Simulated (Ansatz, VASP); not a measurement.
**One calculation of Si, two programs**

File INCAR:

```
ALGO = Normal
EDIFF = 1E-7
ENCUT = 520
ISIF = 2
ISMEAR = 0
LASPH = True
LCHARG = False
LREAL = False
LWAVE = False
NBANDS = 16
NELM = 60
PREC = Accurate
SIGMA = 0.03
```

The input KPOINTS:

```
k-points
0
Gamma
  12 12 6
```

Contents of POSCAR:

```
Si
1.0
    3.8313174605      0.0000000000      0.0000000000
   -1.9156587303      3.7533422453      0.0000000000
    0.0000000000      0.0000000000      6.3326220002
Si
4
Direct
    0.3333333333      0.6666666667      0.0630095000
    0.6666666667      0.3333333333      0.5630095000
    0.3333333333      0.6666666667      0.4369905000
    0.6666666667      0.3333333333      0.9369905000
```

Input for Ansatz:

```yaml
crystal:
  lattice:
    - [3.8313174605, 0.0, 0.0]
    - [-1.9156587303, 3.7533422453, 0.0]
    - [0.0, 0.0, 6.3326220002]
  atoms:
    - { symbol: Si, position: [0.3333333333, 0.6666666667, 0.0630095] }
    - { symbol: Si, position: [0.6666666667, 0.3333333333, 0.5630095] }
    - { symbol: Si, position: [0.3333333333, 0.6666666667, 0.4369905] }
    - { symbol: Si, position: [0.6666666667, 0.3333333333, 0.9369905] }
basis:
  ecutwfc: 420
kpoints:
  mp_grid: { grid: [12, 12, 6] }
hamiltonian:
  xc: lda
scf:
  occupations: { method: gaussian, width: 0.03 }
output:
  forces: true
  stress: true
  eigenvalues: true
```

Change from the starting cell: strain +0.1312 x Voigt [0, 1, 0, 0, 0, 0], atoms carried along.

Alike in both runs: task single point; functional LDA; k mesh 12 × 12 × 6; occupations gaussian, width 0.03 eV; no spin polarisation.

```csv
,VASP,Ansatz
version,VASP 6.6.1,Ansatz 0.2.0
potentials or method,"VASP PAW LDA potentials, release 64 (Si), cutoff 520 eV","scalar-relativistic, plane waves, PAW"
valence electrons in the cell,16,16
```

Ansatz gave:

| Quantity | Value |
| --- | --- |
| gap on the k mesh at the Fermi level (eV) | none |
| pressure (GPa) | -9.2 |
| traceless stress, the component that is largest in VASP (GPa) | -9.75 |
| rms of the force components (eV/Å) | 0.275 |

Q: Which values does VASP return?

A: gap on the k mesh at the Fermi level (eV): none; pressure (GPa): -9.1; traceless stress, the component that is largest in VASP (GPa): -9.80; rms of the force components (eV/Å): 0.275.

LDA's correlation is that of Perdew and Zunger in VASP and of Perdew and Wang (1992) in Ansatz. Atom by atom the forces differ by 0.002 eV/Å (rms over components). A gap of «none» marks a metal or a gap that the smearing closes.
